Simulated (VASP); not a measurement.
# Br (Cmce) in VASP: notebook

Aim: see how the results for Br move with the level of theory and the settings. Levels: PBE, PBEsol. Tasks: relaxation of cell and atoms, single point.

Program: VASP 6.6.1. These are calculated values, not measurements. Logs are shortened: lines on timing, memory, paths and dates and some standing lists are left out, and cuts for length are marked.

### 1 The cell of the first run

The structure is orthorhombic, space group Cmce (No. 64). Conventional cell: a = 6.726 Å, b = 4.645 Å, c = 8.702 Å, α = 90.00°, β = 90.00°, γ = 90.00°. Br (site symmetry m) has 1 Br at 2.29 Å within 3.0 Å.

### 2 Relaxation of cell and atoms, PBE

The input, INCAR:

```
  ALGO = Normal
  EDIFF = 1E-6
  EDIFFG = -0.01
  ENCUT = 600
  GGA = PE
  IBRION = 2
  ISIF = 3
  ISMEAR = -1
  LASPH = True
  LCHARG = False
  LREAL = False
  LWAVE = False
  NELM = 80
  NSW = 60
  PREC = Accurate
  SIGMA = 0.05
```

The input, KPOINTS:

```
k-points
0
Gamma
  7 7 3
```

The input, POSCAR:

```
Br
1.0
    3.3632500000     -2.3225500000      0.0000000000
    3.3632500000      2.3225500000      0.0000000000
    0.0000000000      0.0000000000      8.7023000000
Br
4
Direct
    0.3651000000      0.6349000000      0.3901000000
    0.1349000000      0.8651000000      0.8901000000
    0.6349000000      0.3651000000      0.6099000000
    0.8651000000      0.1349000000      0.1099000000
```

Potentials or basis: VASP PAW PBE potentials, release 64 (Br).

The run is started by

```sh
> cat potpaw_PBE.64/Br/POTCAR > POTCAR
> mpirun -np 1 vasp_std > vasp.out
```

OUTCAR:

```text
EDIFF = 1E-6
   EDIFFG = -0.01
   ENCUT = 600
   GGA = PE
   IBRION = 2
   ISIF = 3
   ISMEAR = -1
   LASPH = True
   LREAL = False
   NELM = 80
   NSW = 60
   PREC = Accurate

 ion  position               nearest neighbor table
   1  0.365  0.635  0.390-   3 2.29
   2  0.135  0.865  0.890-   4 2.29
   3  0.635  0.365  0.610-   1 2.29
   4  0.865  0.135  0.110-   2 2.29

  LATTYP: Found a base centered orthorhombic cell.
 ALAT       =     4.6451000000
 B/A-ratio  =     1.4480850789
 C/A-ratio  =     1.8734365245

  Lattice vectors:

 A1 = (  -3.3632500000,  -2.3225500000,   0.0000000000)
 A2 = (   3.3632500000,  -2.3225500000,   0.0000000000)
 A3 = (   0.0000000000,   0.0000000000,   8.7023000000)

Analysis of symmetry for initial positions (statically):
=====================================================================
 Subroutine PRICEL returns:
 Original cell was already a primitive cell.

 Routine SETGRP: Setting up the symmetry group for a
 base centered orthorhombic supercell.

 Subroutine GETGRP returns: Found  8 space group operations
 (whereof  4 operations were pure point group operations)
 out of a pool of  8 trial point group operations.

The static configuration has the point symmetry C_2h.
 The point group associated with its full space group is D_2h.

Analysis of symmetry for dynamics (positions and initial velocities):
=====================================================================
 Subroutine PRICEL returns:
 Original cell was already a primitive cell.

 Routine SETGRP: Setting up the symmetry group for a
 base centered orthorhombic supercell.

 Subroutine GETGRP returns: Found  8 space group operations
 (whereof  4 operations were pure point group operations)
 out of a pool of  8 trial point group operations.

The dynamic configuration has the point symmetry C_2h.
 The point group associated with its full space group is D_2h.

 Subroutine INISYM returns: Found  8 space group operations
 (whereof  4 operations are pure point group operations),
 and found     1 'primitive' translations

----------------------------------------------------------------------------------------

                                     Primitive cell

  volume of cell :     135.9528

  direct lattice vectors                    reciprocal lattice vectors
     3.363250000 -2.322550000  0.000000000     0.148665725 -0.215280618  0.000000000
     3.363250000  2.322550000  0.000000000     0.148665725  0.215280618  0.000000000
     0.000000000  0.000000000  8.702300000     0.000000000  0.000000000  0.114912150

  length of vectors
     4.087259359  4.087259359  8.702300000     0.261624239  0.261624239  0.114912150

  position of ions in fractional coordinates (direct lattice)
     0.365100000  0.634900000  0.390100000
     0.134900000  0.865100000  0.890100000
     0.634900000  0.365100000  0.609900000
     0.865100000  0.134900000  0.109900000

  ion indices of the primitive-cell ions
   primitive index   ion index
                 1           1
                 2           2
                 3           3
                 4           4

----------------------------------------------------------------------------------------

 KPOINTS: k-points

Automatic generation of k-mesh.
 Grid dimensions read from file:
 generate k-points for:    7    7    3

 Generating k-lattice:

  Cartesian coordinates                     Fractional coordinates (reciprocal lattice)
     0.021237961 -0.030754374  0.000000000     0.142857143  0.000000000  0.000000000
     0.021237961  0.030754374  0.000000000     0.000000000  0.142857143  0.000000000
     0.000000000  0.000000000  0.038304050     0.000000000  0.000000000  0.333333333

  Length of vectors
     0.037374891  0.037374891  0.038304050

  Shift w.r.t. Gamma in fractional coordinates (k-lattice)
     0.000000000  0.000000000  0.000000000

 Subroutine IBZKPT returns following result:
 ===========================================

 Found     32 irreducible k-points:

 Following reciprocal coordinates:
            Coordinates               Weight
  0.000000  0.000000  0.000000      1.000000
  0.142857 -0.000000  0.000000      4.000000
  0.285714  0.000000  0.000000      4.000000
  0.428571  0.000000  0.000000      4.000000
  0.142857  0.142857  0.000000      2.000000
  0.285714  0.142857  0.000000      4.000000
[... 16 lines left out ...]
  0.428571  0.142857  0.333333      8.000000
 -0.428571  0.142857  0.333333      8.000000
 [... further k-points ...]
   k-points           NKPTS =     32   k-points in BZ     NKDIM =     32   number of bands    NBANDS=     18
   number of dos      NEDOS =    301   number of ions     NIONS =      4
   total plane-waves  NPLWV =  90720
   dimension x,y,z NGX =    36 NGY =   36 NGZ =   70
   dimension x,y,z NGXF=    72 NGYF=   72 NGZF=  140
   ions per type =               4
   NGX,Y,Z   is equivalent  to a cutoff of  14.64, 14.64, 13.37 a.u.
   NGXF,Y,Z  is equivalent  to a cutoff of  29.29, 29.29, 26.75 a.u.
 SYSTEM =  unknown system
   PREC   = accura    normal or accurate (medium, high low for compatibility)
   ISTART =      0    job   : 0-new  1-cont  2-samecut
   ICHARG =      2    charge: 1-file 2-atom 10-const
   ISPIN  =      1    spin polarized calculation?
   LNONCOLLINEAR =      F non collinear calculations
   LSORBIT =      F    spin-orbit coupling
   LASPH  =      T    aspherical Exc in radial PAW
   ENCUT  =  600.0 eV  44.10 Ry    6.64 a.u.   8.16  8.16 17.38*2*pi/ulx,y,z
   NELM   =     80;   NELMIN=  2; NELMDL= -5     # of ELM steps
   EDIFF  = 0.1E-05   stopping-criterion for ELM
   LREAL  =      F    real-space projection
   EDIFFG = -.1E-01   stopping-criterion for IOM
   NSW    =     60    number of steps for IOM
   IBRION =      2    ionic relax: 0-MD 1-quasi-New 2-CG
   NFREE  =      1    steps in history (QN), initial steepest desc. (CG)
   ISIF   =      3    stress and relaxation
   ISYM   =      2    0-nonsym 1-usesym 2-fastsym
   POTIM  = 0.5000    time-step for ionic-motion
   TEBEG  =    0.0;   TEEND  =   0.0 temperature during run
   PSTRESS=    0.0 pullay stress
   NELECT =      28.0000    total number of electrons
   NUPDOWN=      -1.0000    fix difference up-down
   EMIN   =  10.00;   EMAX   =-10.00  energy-range for DOS
   EFERMI =   0.00;   METHOD = LEGACY
   ISMEAR =    -1;   SIGMA  =   0.05  broadening in eV -4-tet -1-fermi 0-gaus
   EFERMI_NEDOS =   21; number of points for ismear=-14 and -15
   IALGO  =     38    algorithm
   IMIX   =      4    mixing-type and parameters
     AMIX     =   0.40;   BMIX     =  1.00
     AMIX_MAG =   1.60;   BMIX_MAG =  1.00
  volume/ion in A,a.u.               =      33.99       229.36
  Fermi-wavevector in a.u.,A,eV,Ry     =   0.966788  1.826965 12.717090  0.934680
  Thomas-Fermi vector in A             =   2.096619
   LORBIT       =      0    0 simple, 1 ext, 2 COOP (PROOUT), +10 PAW based schemes
   GGA     = PE    functional components
   LHFCALC =     F    Hartree Fock is set to
   AEXX    =    0.0000 exact exchange contribution
   IVDW    =     0    specifies the selected vdW correction
   LEPSILON=     F    determine dielectric tensor
   LRPA    =     F    only Hartree local field effects (RPA)
 conjugate gradient relaxation of ions
 non-spin polarized calculation
  energy-cutoff  :      600.00
  volume of cell :      135.95
 maximum number of plane-waves:      4552
 NGX is ok and might be reduce to    36
   NGX = 17   NGY = 17   NGZ = 35

--------------------------------------- Ionic step        1  -------------------------------------------

 number of electron      28.0000004 magnetization

 Free energy of the ion-electron system (eV)
  ---------------------------------------------------
  ext. energy  EPLUGINS =         0.00000000
  ---------------------------------------------------
  free energy    TOTEN  =        -6.37264487 eV

  energy without entropy =       -6.37264486  energy(sigma->0) =       -6.37264486

------------------------ aborting loop because EDIFF is reached ----------------------------------------

  FORCE on cell =-STRESS in cart. coord.  units (eV):
  Direction    XX          YY          ZZ          XY          YZ          ZX
  --------------------------------------------------------------------------------------
  -------------------------------------------------------------------------------------
  Total        1.0280520      1.0924217      2.5807125      0.0000000      0.0000000      0.0000000
  in kB       12.1153895     12.8739737     30.4131870      0.0000000      0.0000000      0.0000000
  external PRESSURE =      18.4675167 kB  Pullay stress =       0.0000000 kB
[... 95 lines left out ...]
  FREE ENERGIE OF THE ION-ELECTRON SYSTEM (eV)
  ---------------------------------------------------
  free  energy   TOTEN  =        -6.4297873650 eV

  energy  without entropy=       -6.4297873249  energy(sigma->0) =       -6.42978734

 E-fermi :   0.0951     XC(G=0):  -7.5703

 val. band max:       -0.6899744418   @ k =   0.4286   0.4286   0.0000
 cond. band min:       0.9068975824   @ k =   0.0000   0.0000   0.0000
 fundamental gap:      1.5968720242
 Fermi energy:         0.0950984501

 k-point     1 :       0.0000    0.0000    0.0000
  band No.  band energies     occupation
      1     -16.3563      2.00000
      2     -15.8187      2.00000
      3     -14.1168      2.00000
      4     -13.1487      2.00000
      5      -5.4960      2.00000
      6      -4.4220      2.00000
[... 481 lines left out ...]
      5      -5.3552      2.00000
      6      -5.2579      2.00000
[... 10 lines left out ...]
     17       6.7837      0.00000
     18       6.9745      0.00000

 [... further k-points ...]

[... ionic steps 4 to 10 ...]

--------------------------------------- Ionic step       11  -------------------------------------------

 number of electron      28.0000000 magnetization

------------------------ aborting loop because EDIFF is reached ----------------------------------------
[... 71 lines left out ...]
--------------------------------------- Ionic step       13  -------------------------------------------

 number of electron      27.9999999 magnetization

 Free energy of the ion-electron system (eV)
  ---------------------------------------------------
  ext. energy  EPLUGINS =         0.00000000
  ---------------------------------------------------
  free energy    TOTEN  =        -6.56709659 eV

  energy without entropy =       -6.56709635  energy(sigma->0) =       -6.56709647

 E-fermi :  -0.4728     XC(G=0):  -7.1628

 val. band max:       -1.1360057051   @ k =   0.0000   0.0000   0.0000
 cond. band min:       0.2238630369   @ k =   0.0000   0.0000   0.0000
 fundamental gap:      1.3598687420
 Fermi energy:        -0.4728422280

 k-point     1 :       0.0000    0.0000    0.0000
  band No.  band energies     occupation
      1     -16.7793      2.00000
      2     -16.2345      2.00000
      3     -14.6398      2.00000
      4     -13.6439      2.00000
      5      -6.0124      2.00000
      6      -4.7501      2.00000
[... 481 lines left out ...]
      5      -5.8650      2.00000
      6      -5.7296      2.00000
[... 10 lines left out ...]
     17       6.2161      0.00000
     18       6.3491      0.00000

 [... further k-points ...]
[... 5 lines left out ...]
  --------------------------------------------------------------------------------------
  -------------------------------------------------------------------------------------
  Total        0.0277966      0.0354051      0.0015979      0.0000000      0.0000000      0.0000000
  in kB        0.2846984      0.3626262      0.0163660      0.0000000      0.0000000      0.0000000
  external PRESSURE =       0.2212302 kB  Pullay stress =       0.0000000 kB
[... 19 lines left out ...]
  FREE ENERGIE OF THE ION-ELECTRON SYSTEM (eV)
  ---------------------------------------------------
  free  energy   TOTEN  =        -6.5670965875 eV

  energy  without entropy=       -6.5670963457  energy(sigma->0) =       -6.56709647

 reached required accuracy - stopping structural energy minimisation
```

Run time: 14 min. Hardware: 1 thread of AMD EPYC 7R43 (Zen 3), shared host; peak memory 0.3 GiB.

What came out:

```
Free energy                           : -6.5671 eV
Relaxed volume                        : 39.11 Å³/atom
Relaxed cell                          : a = 4.724 Å, b = 4.724 Å, c = 8.708 Å, α = 90.00°, β = 90.00°, γ = 53.62°
Space group after relaxing (to 0.1 Å) : Cmce (No. 64)
Energy gained by relaxing             : 48.6 meV/atom
Ionic steps                           : 13
Pressure after relaxing               : 0.0 GPa
Largest force after relaxing          : 0.005 eV/Å
Band gap on the k mesh                : 1.36 eV
```

Forces on the atoms (eV/Å):
```
Br   0.000 -0.005  0.001
Br   0.000  0.005  0.001
Br   0.000  0.005 -0.001
Br   0.000 -0.005 -0.001
```

The path:
| step | energy change (eV) | largest force (eV/Å) | pressure (GPa) | volume (Å³) |
| --- | --- | --- | --- | --- |
| 1 | 0.0000 | 0.8819 | 1.85 | 135.95 |
| 2 | 0.0059 | 0.6127 | -1.63 | 143.79 |
| 3 | -0.0571 | 0.0994 | -0.03 | 139.55 |
| 4 | -0.0745 | 0.0930 | -0.05 | 140.09 |
| 5 | -0.1181 | 0.0770 | 0.00 | 141.56 |
| 6 | -0.1593 | 0.1070 | 0.44 | 143.97 |
| 7 | -0.1560 | 0.3652 | -0.71 | 149.72 |
| 8 | -0.1654 | 0.1543 | -0.10 | 146.46 |
| 9 | -0.1794 | 0.1228 | -0.12 | 149.47 |
| 10 | -0.1940 | 0.0514 | -0.10 | 156.11 |
| 11 | -0.1941 | 0.0457 | -0.10 | 156.81 |
| 12 | -0.1874 | 0.2119 | 0.59 | 154.66 |
| 13 | -0.1945 | 0.0047 | 0.02 | 156.43 |

Final structure:
```yaml
crystal:
  lattice:
    - [4.21596, -2.13055, 0.00000]
    - [4.21596, 2.13055, 0.00000]
    - [0.00000, 0.00000, 8.70764]
  atoms:
    - { symbol: Br, position: [0.35743, 0.64257, 0.38165] }
    - { symbol: Br, position: [0.14257, 0.85743, 0.88165] }
    - { symbol: Br, position: [0.64257, 0.35743, 0.61835] }
    - { symbol: Br, position: [0.85743, 0.14257, 0.11835] }
```

Caveat: the volume moved by over 15 % at a fixed basis, so the end points are rough; this functional lacks dispersion, which holds the molecules together, so the pressure and a relaxed volume are unreliable; an odd mesh through Γ misses points on the zone boundary, where band edges can lie.

### 3 Relaxation of cell and atoms, PBEsol

The input, INCAR:

```
SYSTEM = Br
PREC = Accurate
ENCUT = 600
EDIFF = 1E-6
ISMEAR = -1
SIGMA = 0.05
LREAL = .False.
LASPH = .True.
NELM = 100
ALGO = Normal
ISIF = 3
LWAVE = .False.
LCHARG = .False.
GGA = PS
IBRION = 2
NSW = 60
EDIFFG = -0.01
```

The input, KPOINTS:

```
Automatic mesh
0
Gamma
  7 7 3
  0 0 0
```

POSCAR is that of step 2.

Potentials or basis: VASP PAW PBE potentials, release 64 (Br).

The run is started by

```sh
> cat potpaw_PBE.64/Br/POTCAR > POTCAR
> mpirun -np 1 vasp_std > vasp.out
```

OUTCAR:

```text
SYSTEM = Br
   PREC = Accurate
   ENCUT = 600
   EDIFF = 1E-6
   ISMEAR = -1
   LREAL = .False.
   LASPH = .True.
   NELM = 100
   ISIF = 3
   GGA = PS
   IBRION = 2
   NSW = 60
   EDIFFG = -0.01

 ion  position               nearest neighbor table
   1  0.365  0.635  0.390-   3 2.29
   2  0.135  0.865  0.890-   4 2.29
   3  0.635  0.365  0.610-   1 2.29
   4  0.865  0.135  0.110-   2 2.29

  LATTYP: Found a base centered orthorhombic cell.
 ALAT       =     4.6451000000
 B/A-ratio  =     1.4480850789
 C/A-ratio  =     1.8734365245

  Lattice vectors:

 A1 = (  -3.3632500000,  -2.3225500000,   0.0000000000)
 A2 = (   3.3632500000,  -2.3225500000,   0.0000000000)
 A3 = (   0.0000000000,   0.0000000000,   8.7023000000)

[... 378 lines left out ...]
  ---------------------------------------------------
  free energy    TOTEN  =        -7.39997218 eV

  energy without entropy =       -7.39997163  energy(sigma->0) =       -7.39997191

 E-fermi :   1.0493     XC(G=0):  -8.5041

 val. band max:        0.4759642779   @ k =   0.0000   0.0000   0.0000
 cond. band min:       1.7119991676   @ k =   0.1429  -0.0000   0.0000
 fundamental gap:      1.2360348897
 Fermi energy:         1.0493122637

 k-point     1 :       0.0000    0.0000    0.0000
  band No.  band energies     occupation
      1     -15.6388      2.00000
      2     -14.8623      2.00000
      3     -13.5330      2.00000
      4     -12.1128      2.00000
      5      -4.8631      2.00000
      6      -3.1881      2.00000
[... 481 lines left out ...]
      5      -4.7521      2.00000
      6      -4.5884      2.00000
[... 10 lines left out ...]
     17       7.5602      0.00000
     18       7.9034      0.00000

 [... further k-points ...]

------------------------ aborting loop because EDIFF is reached ----------------------------------------

  FORCE on cell =-STRESS in cart. coord.  units (eV):
  Direction    XX          YY          ZZ          XY          YZ          ZX
  --------------------------------------------------------------------------------------
  -------------------------------------------------------------------------------------
  Total        0.0309878     -0.0376203     -0.0088493      0.0000000      0.0000000      0.0000000
  in kB        0.4028535     -0.4890786     -0.1150448      0.0000000      0.0000000      0.0000000
  external PRESSURE =      -0.0670899 kB  Pullay stress =       0.0000000 kB
[... 19 lines left out ...]
  FREE ENERGIE OF THE ION-ELECTRON SYSTEM (eV)
  ---------------------------------------------------
  free  energy   TOTEN  =        -7.3999721803 eV

  energy  without entropy=       -7.3999716335  energy(sigma->0) =       -7.39997191

 reached required accuracy - stopping structural energy minimisation
```

CONTCAR:

```text
Br
   1.00000000000000
     3.5833429309768579   -2.0193820236271893    0.0000000000000000
     3.5833429309768579    2.0193820236271893   -0.0000000000000000
     0.0000000000000000    0.0000000000000000    8.5156339221200916
  Br
     4
Direct
     0.3452440967880346    0.6547559032119653    0.3799125052611653
     0.1547559032119654    0.8452440967880347    0.8799125052611652
     0.6547559032119653    0.3452440967880346    0.6200874947388348
     0.8452440967880347    0.1547559032119654    0.1200874947388347

  0.00000000E+00  0.00000000E+00  0.00000000E+00
  0.00000000E+00  0.00000000E+00  0.00000000E+00
  0.00000000E+00  0.00000000E+00  0.00000000E+00
  0.00000000E+00  0.00000000E+00  0.00000000E+00
```

Wall time 8.8 min (1 thread of Intel Xeon 6975P-C (Granite Rapids), shared host); peak memory 0.34 GiB.

Results:

```yaml
Free_energy: -7.4000 eV
Relaxed_volume: 30.81 Å³/atom
Relaxed_cell: a = 4.113 Å, b = 4.113 Å, c = 8.516 Å, α = 90.00°, β = 90.00°, γ = 58.81°
Space_group_after_relaxing_to_0.1_Å: Cmce (No. 64)
Energy_gained_by_relaxing: 61.3 meV/atom
Ionic_steps: 24
Pressure_after_relaxing: 0.0 GPa
Band_gap_on_the_k_mesh: 1.24 eV (least direct gap 1.30 eV)
```

Forces in eV/Å, atoms in the order of the input:
```
Br   0.000 -0.002  0.000
Br   0.000  0.002  0.000
Br   0.000  0.002  0.000
Br   0.000 -0.002  0.000
```

Step by step:
| step | energy change (eV) | largest force (eV/Å) | pressure (GPa) | volume (Å³) |
| --- | --- | --- | --- | --- |
| 1 | 0.0000 | 0.7488 | 0.15 | 135.95 |
| 2 | -0.0355 | 0.1907 | -1.83 | 136.56 |
| 3 | -0.0404 | 0.1130 | -1.34 | 136.39 |
| 4 | -0.1046 | 0.1010 | -1.15 | 131.92 |
| 5 | -0.1924 | 0.2092 | 0.90 | 118.90 |
| 6 | -0.1958 | 0.1434 | 0.09 | 122.34 |
| 7 | -0.1979 | 0.1616 | 0.35 | 121.09 |
| 8 | -0.2073 | 0.2060 | -0.08 | 120.60 |
| 9 | -0.2074 | 0.2234 | -0.11 | 120.55 |
| 10 | -0.2202 | 0.1963 | 0.13 | 119.80 |
| 11 | -0.2307 | 0.1315 | 0.81 | 118.01 |
| 12 | -0.2384 | 0.1193 | 0.29 | 119.19 |
| 13 | -0.2387 | 0.1253 | 0.17 | 119.47 |
| 14 | -0.2412 | 0.0703 | 0.21 | 119.89 |
| 15 | -0.2430 | 0.0423 | 0.29 | 120.70 |
| 16 | -0.2438 | 0.0383 | -0.07 | 122.02 |
| 17 | -0.2439 | 0.0338 | 0.00 | 121.72 |
| 18 | -0.2443 | 0.0274 | 0.00 | 122.01 |
| 19 | -0.2450 | 0.0114 | 0.02 | 122.88 |
| 20 | -0.2450 | 0.0098 | 0.02 | 123.14 |
| 21 | -0.2450 | 0.0108 | -0.02 | 123.33 |
| 22 | -0.2450 | 0.0027 | -0.03 | 123.25 |
| 23 | -0.2450 | 0.0019 | -0.02 | 123.23 |
| 24 | -0.2450 | 0.0023 | -0.01 | 123.24 |

Final structure:
```
Br
1.0
     3.58334   -2.01938    0.00000
     3.58334    2.01938    0.00000
     0.00000    0.00000    8.51563
Br
4
Direct
  0.34524 0.65476 0.37991
  0.15476 0.84524 0.87991
  0.65476 0.34524 0.62009
  0.84524 0.15476 0.12009
```

Caveat: this functional lacks dispersion, which holds the molecules together, so the pressure and a relaxed volume are unreliable; the PAW data sets were made with another functional, which shifts forces and pressure a little; an odd mesh through Γ misses points on the zone boundary, where band edges can lie.

(Part 1 of 2 ends here.)
